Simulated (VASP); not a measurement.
A run of VASP 6.6.1:

The input INCAR:

```
SYSTEM = PbSe
PREC     = Accurate       ! precision mode
ENCUT    = 520            ! plane-wave cutoff, eV
EDIFF    = 1E-6           ! SCF threshold, eV
ISMEAR   = 0              ! smearing method
SIGMA    = 0.01           ! smearing width, eV
LREAL    = .FALSE.        ! projectors in reciprocal space
LASPH    = .TRUE.         ! aspherical terms in the spheres
NELM     = 80             ! most SCF steps
ALGO     = Normal         ! electronic algorithm
ISIF     = 2              ! what is computed and relaxed
LWAVE    = .FALSE.        ! write WAVECAR
LCHARG   = .FALSE.        ! write CHGCAR
GGA      = PE             ! functional
IVDW     = 13             ! dispersion correction
NBANDS   = 17             ! bands
```

Contents of KPOINTS:

```
regular mesh
0
G
  4 4 4
  0 0 0
```

Contents of POSCAR:

```
PbSe
1.0
    0.0000000000      3.0606500000      3.0606500000
    3.0606500000      0.0000000000      3.0606500000
    3.0606500000      3.0606500000      0.0000000000
Pb Se
1 1
Direct
   -0.0136151939     -0.0094469821      0.0095454348
    0.5097853768      0.5139697745      0.4862199913
```

Potentials or basis: VASP PAW PBE potentials, release 64 (Pb_d, Se).

The run is started by

```console
$ cat potpaw_PBE.64/Pb_d/POTCAR potpaw_PBE.64/Se/POTCAR > POTCAR
$ mpirun -np 1 vasp_std > vasp.out
```

Hardware: 1 thread of Intel Xeon 8259CL (shared host).

Q: Estimate the wall time of this run.

A: It took 40 s on 1 thread of Intel Xeon 8259CL (shared host), peak memory 0.2 GiB. Counts: scf iterations 12, k points 36.
